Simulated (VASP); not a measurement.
# Si (a cell with a defect) in VASP: single point with PBE

Aim: the single point of Si (a cell with a defect) with PBE.

All numbers are computed with VASP 6.6.1; they aren't measurements. Logs are shortened: lines on timing, memory, paths and dates and some standing lists are left out, and cuts for length are marked.

## Step 1: The cell of the first run

The cell holds a defect, 31 atoms: a = 9.474 Å, b = 9.474 Å, c = 9.474 Å, α = 109.47°, β = 109.47°, γ = 109.47°.

## Step 2: Single point, PBE

INCAR

```
SYSTEM = Si
ALGO     = Normal         ! electronic algorithm
EDIFF    = 1E-6           ! SCF threshold, eV
ENCUT    = 520            ! plane-wave cutoff, eV
GGA      = PE             ! functional
ISIF     = 2              ! what is computed and relaxed
ISMEAR   = 0              ! smearing method
LASPH    = .True.         ! aspherical terms in the spheres
LCHARG   = .True.         ! write CHGCAR
LELF     = .True.         ! ELF
LREAL    = Auto         
LVHAR    = .True.       
LWAVE    = .False.        ! write WAVECAR
NBANDS   = 83             ! bands
NELECT   = 126.0        
NELM     = 60             ! most SCF steps
PREC     = Accurate       ! precision mode
SIGMA    = 0.02           ! smearing width, eV
```

KPOINTS

```
Automatic mesh
0
Gamma
  2 2 2
  0.5 0.5 0.5
```

POSCAR

```
Si
1.0
    5.4700937548      5.4700937548      5.4700937548
    5.4700937548     -5.4700937548     -5.4700937548
   -5.4700937548      5.4700937548     -5.4700937548
Si
31
Direct
    0.6876201156      0.7500020446      0.2500008339
   -0.0030726164      0.7499996680      0.0045684775
    0.7488778408      0.4990484848      0.4983804889
    0.2518212780      0.7499999422      0.7490727186
   -0.0030728907      0.5045685913      0.2499998284
    0.5067397606      0.7499993024      0.4763593856
    0.2803796550      0.5236401108      0.0236406369
    0.7527481584      0.2509270520      0.7509270744
   -0.0001700154      0.2493322896      0.5009517428
    0.5004976373      0.5016197387      0.7506684865
    0.7488781150     -0.0016194421     -0.0009517204
    0.2518214608      0.2490723306      0.2499999198
    0.5004974545      0.2506683727      0.0016196249
   -0.0001705638      0.0009513548      0.7493317635
    0.2423591001     -0.0045688431      0.4954313621
    0.5067414060     -0.0236401798      0.2499997370
    0.7435689738      0.7500004906      0.0132685112
    0.5008841023      0.5050940850      0.5006420589
   -0.0006961489      0.7499999422      0.7516704803
    0.7435682426      0.5132688078      0.2500001940
    0.2585461170      0.7499996680      0.4973126827
    0.0112326228      0.5026864480      0.0026866998
    0.4976333354      0.2483294731      0.7483294955
    0.7457903252      0.2455478023      0.4949058684
    0.2502424202      0.4993582601      0.7544528823
    0.5008843765      0.0006420365      0.0050939712
   -0.0006960575      0.2516704579      0.2500000112
    0.2502420546      0.2544523115     -0.0006419451
    0.7457896853     -0.0050946110      0.7455470935
   -0.0196988397     -0.0132677799      0.4867319683
    0.2585465740     -0.0026879795      0.2499998284
```

Potentials or basis: VASP PAW PBE potentials, release 64 (Si).

Command:

```sh
cat potpaw_PBE.64/Si/POTCAR > POTCAR
mpirun -np 1 vasp_std > vasp.out
```

OUTCAR:

```text
SYSTEM = Si
   EDIFF = 1E-6
   ENCUT = 520
   GGA = PE
   ISIF = 2
   ISMEAR = 0
   LASPH = .True.
   LREAL = Auto
   NELECT = 126.0
   NELM = 60
   PREC = Accurate

 ion  position               nearest neighbor table
   1  0.688  0.750  0.250-  30 2.47  17 2.47  20 2.47
   2  0.997  0.750  0.005-  31 2.39  22 2.39  19 2.40  17 2.43
   3  0.749  0.499  0.498-  18 2.38  24 2.38  19 2.38  20 2.39
   4  0.252  0.750  0.749-  25 2.39  26 2.39  19 2.40  21 2.41
   5  0.997  0.505  0.250-  22 2.39  21 2.39  27 2.40  20 2.43
   6  0.507  0.750  0.476-  18 2.39  29 2.39  21 2.42
   7  0.280  0.524  0.024-  28 2.39  25 2.39  22 2.42
   8  0.753  0.251  0.751-  24 2.39  29 2.39  23 2.40  22 2.41
   9  1.000  0.249  0.501-  24 2.38  25 2.38  27 2.38  30 2.39
  10  0.500  0.502  0.751-  25 2.38  18 2.38  23 2.38  17 2.39
  11  0.749  0.998  0.999-  26 2.38  29 2.38  27 2.38  17 2.39
  12  0.252  0.249  0.250-  28 2.39  18 2.39  27 2.40  31 2.41
  13  0.500  0.251  0.002-  28 2.38  26 2.38  23 2.38  20 2.39
  14  1.000  0.001  0.749-  29 2.38  28 2.38  19 2.38  30 2.39
  15  0.242  0.995  0.495-  21 2.39  31 2.39  23 2.40  30 2.43
  16  0.507  0.976  0.250-  26 2.39  24 2.39  31 2.42
  17  0.744  0.750  0.013-  11 2.39  10 2.39   2 2.43   1 2.47
  18  0.501  0.505  0.501-   3 2.38  10 2.38  12 2.39   6 2.39
  19  0.999  0.750  0.752-  14 2.38   3 2.38   4 2.40   2 2.40
  20  0.744  0.513  0.250-   3 2.39  13 2.39   5 2.43   1 2.47
  21  0.259  0.750  0.497-  15 2.39   5 2.39   4 2.41   6 2.42
  22  0.011  0.503  0.003-   5 2.39   2 2.39   8 2.41   7 2.42
  23  0.498  0.248  0.748-  13 2.38  10 2.38   8 2.40  15 2.40
  24  0.746  0.246  0.495-   9 2.38   3 2.38   8 2.39  16 2.39
  25  0.250  0.499  0.754-  10 2.38   9 2.38   4 2.39   7 2.39
  26  0.501  0.001  0.005-  11 2.38  13 2.38   4 2.39  16 2.39
  27  0.999  0.252  0.250-   9 2.38  11 2.38  12 2.40   5 2.40
  28  0.250  0.254  0.999-  13 2.38  14 2.38  12 2.39   7 2.39
  29  0.746  0.995  0.746-  14 2.38  11 2.38   8 2.39   6 2.39
  30  0.980  0.987  0.487-   9 2.39  14 2.39  15 2.43   1 2.47
  31  0.259  0.997  0.250-  15 2.39   2 2.39  12 2.41  16 2.42

  LATTYP: Found a body centered cubic cell.
 ALAT       =    10.9401875096

  Lattice vectors:

 A1 = (   5.4700937548,   5.4700937548,   5.4700937548)
 A2 = (   5.4700937548,  -5.4700937548,  -5.4700937548)
 A3 = (  -5.4700937548,   5.4700937548,  -5.4700937548)

Analysis of symmetry for initial positions (statically):
=====================================================================
 Subroutine PRICEL returns:
 Original cell was already a primitive cell.

 Routine SETGRP: Setting up the symmetry group for a
 body centered cubic supercell.

 Subroutine GETGRP returns: Found  6 space group operations
 (whereof  1 operations were pure point group operations)
 out of a pool of 48 trial point group operations.

The static configuration has the point symmetry C_1 .
 The point group associated with its full space group is C_3v.

Analysis of symmetry for dynamics (positions and initial velocities):
=====================================================================
 Subroutine PRICEL returns:
 Original cell was already a primitive cell.

 Routine SETGRP: Setting up the symmetry group for a
 body centered cubic supercell.

 Subroutine GETGRP returns: Found  6 space group operations
 (whereof  1 operations were pure point group operations)
 out of a pool of 48 trial point group operations.

The dynamic configuration has the point symmetry C_1 .
 The point group associated with its full space group is C_3v.

 Subroutine INISYM returns: Found  6 space group operations
 (whereof  1 operations are pure point group operations),
 and found     1 'primitive' translations

----------------------------------------------------------------------------------------

                                     Primitive cell

  volume of cell :     654.7030

  direct lattice vectors                    reciprocal lattice vectors
     5.470093755  5.470093755  5.470093755     0.091406112  0.091406112  0.000000000
     5.470093755 -5.470093755 -5.470093755     0.091406112  0.000000000 -0.091406112
    -5.470093755  5.470093755 -5.470093755     0.000000000  0.091406112 -0.091406112

  length of vectors
     9.474480305  9.474480305  9.474480305     0.129267763  0.129267763  0.129267763

  position of ions in fractional coordinates (direct lattice)
     0.687620116  0.750002045  0.250000834
     0.996927384  0.749999668  0.004568478
     0.748877841  0.499048485  0.498380489
     0.251821278  0.749999942  0.749072719
     0.996927109  0.504568591  0.249999828
     0.506739761  0.749999302  0.476359386
[... 23 lines left out ...]
     0.980301160  0.986732220  0.486731968
     0.258546574  0.997312020  0.249999828

  ion indices of the primitive-cell ions
   primitive index   ion index
                 1           1
                 2           2
                 3           3
                 4           4
                 5           5
                 6           6
[... 23 lines left out ...]
                30          30
                31          31

----------------------------------------------------------------------------------------

 KPOINTS: Automatic mesh

Automatic generation of k-mesh.
 Grid dimensions read from file:
 generate k-points for:    2    2    2

 Generating k-lattice:

  Cartesian coordinates                     Fractional coordinates (reciprocal lattice)
     0.045703056  0.045703056  0.000000000     0.500000000  0.000000000  0.000000000
     0.045703056  0.000000000 -0.045703056     0.000000000  0.500000000  0.000000000
     0.000000000  0.045703056 -0.045703056     0.000000000  0.000000000  0.500000000

  Length of vectors
     0.064633881  0.064633881  0.064633881

  Shift w.r.t. Gamma in fractional coordinates (k-lattice)
     0.500000000  0.500000000  0.500000000

 Subroutine IBZKPT returns following result:
 ===========================================

 Found      2 irreducible k-points:

 Following reciprocal coordinates:
            Coordinates               Weight
  0.250000  0.250000  0.250000      2.000000
 -0.250000  0.250000  0.250000      6.000000
   k-points           NKPTS =      2   k-points in BZ     NKDIM =      2   number of bands    NBANDS=     83
   number of dos      NEDOS =    301   number of ions     NIONS =     31
   total plane-waves  NPLWV = 343000
   dimension x,y,z NGX =    70 NGY =   70 NGZ =   70
   dimension x,y,z NGXF=   140 NGYF=  140 NGZF=  140
   ions per type =              31
   NGX,Y,Z   is equivalent  to a cutoff of  12.28, 12.28, 12.28 a.u.
   NGXF,Y,Z  is equivalent  to a cutoff of  24.57, 24.57, 24.57 a.u.
 SYSTEM =  Si
   PREC   = accura    normal or accurate (medium, high low for compatibility)
   ISTART =      0    job   : 0-new  1-cont  2-samecut
   ICHARG =      2    charge: 1-file 2-atom 10-const
   ISPIN  =      1    spin polarized calculation?
   LNONCOLLINEAR =      F non collinear calculations
   LSORBIT =      F    spin-orbit coupling
   LASPH  =      T    aspherical Exc in radial PAW
   ENCUT  =  520.0 eV  38.22 Ry    6.18 a.u.  17.62 17.62 17.62*2*pi/ulx,y,z
   NELM   =     60;   NELMIN=  2; NELMDL= -5     # of ELM steps
   EDIFF  = 0.1E-05   stopping-criterion for ELM
   LREAL  =      T    real-space projection
   EDIFFG = 0.1E-04   stopping-criterion for IOM
   NSW    =      0    number of steps for IOM
   IBRION =     -1    ionic relax: 0-MD 1-quasi-New 2-CG
   NFREE  =      0    steps in history (QN), initial steepest desc. (CG)
   ISIF   =      2    stress and relaxation
   ISYM   =      2    0-nonsym 1-usesym 2-fastsym
   POTIM  = 0.5000    time-step for ionic-motion
   TEBEG  =    0.0;   TEEND  =   0.0 temperature during run
   PSTRESS=    0.0 pullay stress
   NELECT =     126.0000    total number of electrons
   NUPDOWN=      -1.0000    fix difference up-down
   EMIN   =  10.00;   EMAX   =-10.00  energy-range for DOS
   EFERMI =   0.00;   METHOD = LEGACY
   ISMEAR =     0;   SIGMA  =   0.02  broadening in eV -4-tet -1-fermi 0-gaus
   EFERMI_NEDOS =   21; number of points for ismear=-14 and -15
   IALGO  =     38    algorithm
   IMIX   =      4    mixing-type and parameters
     AMIX     =   0.40;   BMIX     =  1.00
     AMIX_MAG =   1.60;   BMIX_MAG =  1.00
  volume/ion in A,a.u.               =      21.12       142.52
  Fermi-wavevector in a.u.,A,eV,Ry     =   0.945185  1.786141 12.155106  0.893375
  Thomas-Fermi vector in A             =   2.073062
   LORBIT       =      0    0 simple, 1 ext, 2 COOP (PROOUT), +10 PAW based schemes
   GGA     = PE    functional components
   LHFCALC =     F    Hartree Fock is set to
   AEXX    =    0.0000 exact exchange contribution
   IVDW    =     0    specifies the selected vdW correction
   LEPSILON=     F    determine dielectric tensor
   LRPA    =     F    only Hartree local field effects (RPA)
 non-spin polarized calculation
 Gauss-broadening in eV      SIGMA  =   0.02
  energy-cutoff  :      520.00
  volume of cell :      654.70
 maximum number of plane-waves:     17628
 NGX is ok and might be reduce to    70
   NGX = 35   NGY = 35   NGZ = 35

 number of electron     126.0000003 magnetization

 Free energy of the ion-electron system (eV)
  ---------------------------------------------------
  ext. energy  EPLUGINS =         0.00000000
  ---------------------------------------------------
  free energy    TOTEN  =      -152.99384652 eV

  energy without entropy =     -152.98613340  energy(sigma->0) =     -152.98998996

 E-fermi :   5.6068     XC(G=0):  -9.3042

 val. band max:        5.6007545015   @ k =  -0.2500   0.2500   0.2500
 cond. band min:       5.6937619134   @ k =   0.2500   0.2500   0.2500
 fundamental gap:      0.0930074119
 Fermi energy:         5.6068459054

 k-point     1 :       0.2500    0.2500    0.2500
  band No.  band energies     occupation
      1      -5.6294      2.00000
      2      -5.6294      2.00000
      3      -5.5997      2.00000
      4      -5.3791      2.00000
      5      -3.8263      2.00000
      6      -3.8262      2.00000
[... 67 lines left out ...]
     74       7.0383      0.00000
     75       7.0383      0.00000

 k-point     2 :      -0.2500    0.2500    0.2500
  band No.  band energies     occupation
      1      -6.0825      2.00000
      2      -5.1273      2.00000
      3      -5.0925      2.00000
      4      -5.0520      2.00000
      5      -4.9393      2.00000
      6      -4.2734      2.00000
[... 67 lines left out ...]
     74       7.7033      0.00000
     75       7.8079      0.00000
 [bands above 75 left out]

------------------------ aborting loop because EDIFF is reached ----------------------------------------

  FORCE on cell =-STRESS in cart. coord.  units (eV):
  Direction    XX          YY          ZZ          XY          YZ          ZX
  --------------------------------------------------------------------------------------
  -------------------------------------------------------------------------------------
  Total        8.2634233      8.2634233      8.2634233     -2.2215914     -2.2215914     -2.2215914
  in kB       20.2221013     20.2221013     20.2221013     -5.4366386     -5.4366386     -5.4366386
  external PRESSURE =      20.2221013 kB  Pullay stress =       0.0000000 kB

 VOLUME and BASIS-vectors are now :
 -----------------------------------------------------------------------------
  energy-cutoff  :      520.00
  volume of cell :      654.70
      direct lattice vectors                 reciprocal lattice vectors
     5.470093755  5.470093755  5.470093755     0.091406112  0.091406112  0.000000000
     5.470093755 -5.470093755 -5.470093755     0.091406112  0.000000000 -0.091406112
    -5.470093755  5.470093755 -5.470093755     0.000000000  0.091406112 -0.091406112

 POSITION                                       TOTAL-FORCE (eV/Angst)
 -----------------------------------------------------------------------------------
      6.49640      1.02629     -1.70876         0.170371      0.170371      0.170371
      9.53086      1.37571      1.32573         0.014297     -0.006620      0.014297
      4.10009      4.09278     -1.35960         0.000999     -0.003715     -0.002629
      1.38256      1.37241     -6.82258        -0.012266     -0.005061     -0.012266
      6.84580      4.06077      1.32572        -0.006620      0.014297      0.014297
      4.26875      1.27508     -3.93638        -0.048800     -0.062918     -0.048800
[... 23 lines left out ...]
      8.09739      2.62729     -2.69765         0.044969      0.044969      0.014477
      5.50214     -2.67359     -5.40864        -0.001032     -0.030016     -0.030016
 -----------------------------------------------------------------------------------
    total drift:                               -0.018527     -0.009009     -0.006369

  FREE ENERGIE OF THE ION-ELECTRON SYSTEM (eV)
  ---------------------------------------------------
  free  energy   TOTEN  =      -152.9938465170 eV

  energy  without entropy=     -152.9861334010  energy(sigma->0) =     -152.98998996
```

It took 5.1 min on 1 thread of Oxide Virtual Turin-like, shared host; peak memory 0.61 GiB.

What came out:

* Free energy: -152.9938 eV
* Largest force: 0.295 eV/Å

Forces in eV/Å, atoms in the order of the input:
```
Si   0.170  0.170  0.170
Si   0.014 -0.007  0.014
Si   0.001 -0.004 -0.003
Si  -0.012 -0.005 -0.012
Si  -0.007  0.014  0.014
Si  -0.049 -0.063 -0.049
Si  -0.049 -0.049 -0.063
Si  -0.012 -0.012 -0.005
Si  -0.004 -0.003  0.001
Si  -0.003  0.001 -0.004
Si  -0.004  0.001 -0.003
Si  -0.005 -0.012 -0.012
Si   0.001 -0.003 -0.004
Si  -0.003 -0.004  0.001
Si   0.014  0.014 -0.007
Si  -0.063 -0.049 -0.049
Si   0.045  0.014  0.045
Si   0.009 -0.020 -0.004
Si  -0.002 -0.002 -0.002
Si   0.014  0.045  0.045
Si  -0.030 -0.001 -0.030
Si  -0.030 -0.030 -0.001
Si  -0.002 -0.002 -0.002
Si  -0.020 -0.004  0.009
Si  -0.004  0.009 -0.020
Si  -0.020  0.009 -0.004
Si  -0.002 -0.002 -0.002
Si   0.009 -0.004 -0.020
Si  -0.004 -0.020  0.009
Si   0.045  0.045  0.014
Si  -0.001 -0.030 -0.030
```

Caveat: the k points lie up to 0.41 Å⁻¹ apart; the cell carries a net charge on a neutralising background, which shifts energy and pressure; the cell is charged against a uniform background, so pressure and absolute levels hang on convention.
